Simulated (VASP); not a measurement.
Wanted: the native input for a VASP 6.6.1 run.

```yaml
Task: single point
Functional: PBEsol
Dispersion: D4
Potentials_or_basis: VASP PAW PBE potentials, release 64 (I, K_sv)
Cutoff: 520 eV
k_mesh: 7 × 7 × 7
Occupations: fermi-dirac, width 0.05 eV
Spin: no spin polarisation
Dipole_correction: no
Further_INCAR_settings: ALGO = Normal; EDIFF = 1e-06; NBANDS = 15
```

The structure of KI lies in POSCAR:

```
KI
1.0
    0.0000000000      3.4679485653      3.4679485653
    3.4679485653      0.0000000000      3.4679485653
    3.4679485653      3.4679485653      0.0000000000
I K
1 1
Direct
    0.5000000000      0.5000000000      0.5000000000
    0.0000000000      0.0000000000      0.0000000000
```

One way to write it, as run:

INCAR

```
SYSTEM = KI
PREC = Accurate
ENCUT = 520
EDIFF = 1E-6
ISMEAR = -1
SIGMA = 0.05
LREAL = .False.
LASPH = .True.
NELM = 80
ALGO = Normal
ISIF = 2
LWAVE = .False.
LCHARG = .False.
GGA = PS
IVDW = 13
NBANDS = 15
```

KPOINTS

```
Automatic mesh
0
Gamma
  7 7 7
  0 0 0
```

Potentials or basis: VASP PAW PBE potentials, release 64 (I, K_sv).

Run with:

```console
$ cat potpaw_PBE.64/I/POTCAR potpaw_PBE.64/K_sv/POTCAR > POTCAR
$ mpirun -np 1 vasp_std > vasp.out
```

Results of the run:

The pressure is 0.1 GPa, the band gap on the k mesh is 3.94 eV and the dispersion energy per atom is -0.102 eV.

Caveat: the PAW data sets were made with another functional, which shifts forces and pressure a little; spin-orbit coupling is left out, which moves the levels of the heavy elements.

Run time: 14 s on 1 thread of Intel(R) Xeon(R) Platinum 8488C (Sapphire Rapids), with other jobs on the host, peak memory 0.21 GiB.
